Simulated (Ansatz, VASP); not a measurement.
Si: VASP beside Ansatz

```
Si
1.0
     5.43000    0.00000    0.00000
     0.00000    5.43000    0.00000
     0.00000    0.00000    5.43000
Si
7
Direct
  0.00011 0.49741 0.49724
  0.49717 0.99828 0.50343
  0.49607 0.50311 0.99710
  0.24781 0.24824 0.25235
  0.24927 0.75035 0.75322
  0.74959 0.24747 0.74945
  0.75272 0.74867 0.24803
```

Alike in both runs: task single point; functional PBE; k mesh 1 × 1 × 1; no spin polarisation.

|  | VASP | Ansatz |
| --- | --- | --- |
| version | VASP 6.6.1 | Ansatz development build ahead of 0.2.0 |
| potentials or method | VASP PAW PBE potentials, release 64 (Si) | norm-conserving potentials, plane waves, scalar-relativistic |
| plane-wave cutoff (eV) | 500 | 490 |
| occupations | fermi-dirac, width 0.01 eV | fermi-dirac |

|  | VASP | Ansatz | Ansatz less VASP |
| --- | --- | --- | --- |
| gap on the k mesh at the Fermi level (eV) | 2.75 | 2.75 | +0.002 |
| least direct gap on the mesh (eV) | 2.75 | 2.75 | +0.002 |

The k mesh is coarse, so the values compare programs but aren't converged.
